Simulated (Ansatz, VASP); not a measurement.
# ZnSe5: VASP beside Ansatz

INCAR

```
PREC = Accurate
ENCUT = 520
EDIFF = 1E-7
ISMEAR = 0
SIGMA = 0.1
LREAL = False
LASPH = True
NELM = 80
ALGO = Normal
ISIF = 2
LWAVE = False
LCHARG = False
GGA = PE
NBANDS = 30
```

Contents of KPOINTS:

```
Automatic mesh
0
Gamma
  3 3 4
```

File POSCAR:

```
ZnSe5
1.0
    6.1940423300      0.0000000000      0.0000000000
   -3.0970211700      5.3641980100      0.0000000000
    0.0000000000      0.0000000000      4.9348841000
Zn Se
1 5
Direct
    0.0000000000      0.0000000000      0.0000000000
    0.5000000000      0.0000000000      0.5000000000
    0.5000000000      0.5000000000      0.5000000000
    0.0000000000      0.5000000000      0.5000000000
    0.3333333300      0.6666666700      0.0000000000
    0.6666666700      0.3333333300      0.0000000000
```

Input for Ansatz:

```yaml
crystal:
  lattice:
    - [6.19404233, 0.0, 0.0]
    - [-3.09702117, 5.36419801, 0.0]
    - [0.0, 0.0, 4.9348841]
  atoms:
    - { symbol: Zn, position: [0.0, 0.0, 0.0] }
    - { symbol: Se, position: [0.5, 0.0, 0.5] }
    - { symbol: Se, position: [0.5, 0.5, 0.5] }
    - { symbol: Se, position: [0.0, 0.5, 0.5] }
    - { symbol: Se, position: [0.33333333, 0.66666667, 0.0] }
    - { symbol: Se, position: [0.66666667, 0.33333333, 0.0] }
basis:
  ecutwfc: 420
kpoints:
  mp_grid: { grid: [3, 3, 4] }
hamiltonian:
  xc: pbe
scf:
  occupations: { method: gaussian, width: 0.1 }
  lower_state_search: "off"
output:
  forces: true
  stress: true
  eigenvalues: true
```

Change from the starting cell: species swapped into the SmZn5 type (P6/mmm, No. 191).

Alike in both runs: task single point; functional PBE; k mesh 3 × 3 × 4; occupations gaussian, width 0.1 eV; no spin polarisation.

```csv
,VASP,Ansatz
version,VASP 6.6.1,Ansatz 0.2.0
potentials or method,"VASP PAW PBE potentials, release 64 (Zn, Se), cutoff 520 eV","scalar-relativistic, plane waves, PAW"
valence electrons in the cell,42,92
```

```csv
,VASP,Ansatz,Ansatz less VASP
gap on the k mesh at the Fermi level (eV),none,none,-
pressure (GPa),-5.8,-5.8,0.00
"traceless stress, the component that is largest in VASP (GPa)",-4.63,-4.63,+0.003
```

A gap of «none» marks a metal or a gap that the smearing closes. VASP's potentials hold 42 valence electrons a cell and Ansatz's 92, so a difference there can come from the potentials and not from the codes.

The k mesh is coarse, so the values compare programs but aren't converged.
